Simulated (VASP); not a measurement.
Here is a VASP 6.6.1 calculation.

File INCAR:

```
SYSTEM = TaN
ALGO = Normal ; EDIFF = 1E-6
ENCUT = 700 ; GGA_COMPAT = .FALSE.
ISIF = 2 ; ISMEAR = -1
LASPH = .TRUE. ; LCHARG = .FALSE.
LREAL = .FALSE. ; LWAVE = .FALSE.
NBANDS = 36 ; NELM = 120
PREC = Accurate ; SIGMA = 0.1
```

Contents of KPOINTS:

```
k-points
0
G
  5 5 8
  0 0 0
```

File POSCAR:

```
TaN
1.0
    5.1508637598      0.0000000000      0.0000000000
   -2.5754318799      4.4607788675      0.0000000000
    0.0000000000      0.0000000000      2.8741924066
Ta N
3 3
Direct
    0.3333333333      0.6666666667      0.5000000000
    0.6666666667      0.3333333333      0.5000000000
    0.0000000000      0.0000000000      0.0000000000
    0.3930954029      0.0000000000      0.0000000000
    0.6069045971      0.6069045971      0.0000000000
    0.0000000000      0.3930954029      0.0000000000
```

Potentials or basis: VASP PAW LDA potentials, release 64 (Ta_sv_GW, N).

Command:

```console
$ cat potpaw_LDA.64/Ta_sv_GW/POTCAR potpaw_LDA.64/N/POTCAR > POTCAR
$ mpirun -np 1 vasp_std > vasp.out
```

Question: Estimate the pressure.

Answer: 1.1 GPa.

Question: Estimate the band gap on the k mesh.

Answer: Zero (bands 27 and 28 overlap by 3.19 eV).

Question: Predict the largest force.

Answer: 0.017 eV/Å.

Forces in eV/Å, atoms in the order of the input:
```
Ta   0.000  0.000  0.000
Ta   0.000  0.000  0.000
Ta   0.000  0.000  0.000
N    0.017  0.000  0.000
N   -0.008 -0.014  0.000
N   -0.008  0.014  0.000
```

Caveat: spin-orbit coupling is left out, which moves the levels of the heavy elements.
